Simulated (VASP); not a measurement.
CuO, 8 atoms in the cell. The structure is orthorhombic, space group Cccm (No. 66). Conventional cell: a = 4.085 Å, b = 4.101 Å, c = 5.296 Å, α = 90.00°, β = 90.00°, γ = 90.00°. Cu (site symmetry 2/m) has 4 O at 1.96 Å within 2.6 Å. Within 2.7 Å of O (site symmetry 222) lie 4 Cu at 1.96 Å and 2 O at 2.65 Å.  This cell differs from its parent crystal: strain along c alone, the other axes held: +4.0 %.

* Program: VASP 6.6.1
* Task: single point
* Functional: PBEsol
* Potentials or basis: VASP PAW PBE potentials, release 64 (Cu, O)
* Cutoff: 520 eV
* k mesh: 10 × 10 × 8
* Occupations: gaussian, width 0.1 eV
* Spin: no spin polarisation
* Dipole correction: no
* Further INCAR settings: ALGO = Normal; EDIFF = 1e-06; NBANDS = 44

Potentials or basis: VASP PAW PBE potentials, release 64 (Cu, O).

Command:

```bash
$ cat potpaw_PBE.64/Cu/POTCAR potpaw_PBE.64/O/POTCAR > POTCAR
$ mpirun -np 1 vasp_std > vasp.out
```

Hardware: 1 thread of Intel(R) Xeon(R) Platinum 8259CL CPU @ 2.50GHz (Skylake/Cascade Lake), on a shared host.

Q: Estimate the wall time of this run.

A: Run time: 10 min on 1 thread of Intel(R) Xeon(R) Platinum 8259CL CPU @ 2.50GHz (Skylake/Cascade Lake), on a shared host, peak memory 0.56 GiB. Counts: scf iterations 15, k points 180.
